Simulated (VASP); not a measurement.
Runs of VASP 6.6.1 on Ti. The structure is that of space group P6_3/mmc (No. 194), or close to it. The cells are those of the table. 

| spin | cell | k mesh | smearing | gap on the mesh (eV) | pressure (GPa) | moment (μB) |
| --- | --- | --- | --- | --- | --- | --- |
| collinear | a = 2.821, b = 2.821, c = 4.467 Å, angles 90.0, 90.0, 120.0°, 2 atoms | 20 × 20 × 11 | fermi-dirac 0.05 eV | none | (a) | 0.00 |
| collinear | a = 2.780, b = 2.780, c = 4.401 Å, angles 90.0, 90.0, 120.0°, 2 atoms | 20 × 20 × 11 | fermi-dirac 0.05 eV | none | (b) | 0.00 |
| collinear | a = 2.861, b = 2.861, c = 4.531 Å, angles 90.0, 90.0, 120.0°, 2 atoms | 20 × 20 × 11 | fermi-dirac 0.05 eV | none | 4.9 | 0.00 |
| non-collinear, zero start, SOC | a = 2.901, b = 2.901, c = 4.595 Å, angles 90.0, 90.0, 120.0°, 2 atoms | 12 × 12 × 7 | fermi-dirac 0.1 eV | - | -0.3 | 0.00 |
| off | a = 3.013, b = 3.013, c = 4.772 Å, angles 90.0, 90.0, 120.0°, 2 atoms | 20 × 20 × 11 | fermi-dirac 0.1 eV | none | -11.1 | - |

Alike in all rows: task single point; level PBEsol; potentials or basis VASP PAW PBE potentials, release 64 (Ti_sv); cutoff (eV) 520.

Task: Fill in the values left out.

Result: (a) 10.9; (b) 18.4.

Caveats: the PAW data sets were made with another functional, which shifts forces and pressure a little; the cell stands under pressure (at least some runs); the cell stands under tension (at least some runs).

A gap of «none» marks levels without a gap at the run's occupations.
